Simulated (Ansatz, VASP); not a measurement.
# BP2 in VASP and in Ansatz

```
CELL_PARAMETERS angstrom
-1.89304 1.89304 2.60061
1.89304 -1.89304 2.60061
1.89304 1.89304 -2.60061
ATOMIC_POSITIONS crystal
B 0.00000 0.00000 0.00000
P 0.75000 0.25000 0.50000
P 0.25000 0.75000 0.50000
```

Alike in both runs: functional PBE; k mesh 6 × 6 × 6; occupations gaussian, width 0.2 eV; no spin polarisation.

Ansatz relaxed the structure, and its values are those at the end. VASP's run is a single point on that final structure, the one shown.

|  | VASP | Ansatz |
| --- | --- | --- |
| version | VASP 6.6.1 | Ansatz 0.2.0 |
| potentials or method | VASP PAW PBE potentials, release 64 (B, P), cutoff 500 eV | scalar-relativistic, plane waves, PAW |
| valence electrons in the cell | 13 | 13 |

Ansatz gave:

| Quantity | Value |
| --- | --- |
| gap on the k mesh at the Fermi level (eV) | none |
| pressure (GPa) | 0.0 |

Question: Estimate VASP's values.

Answer: gap on the k mesh at the Fermi level (eV): none; pressure (GPa): -0.2.

A gap of «none» marks a metal or a gap that the smearing closes.

The k mesh is coarse, so the values compare programs but aren't converged.
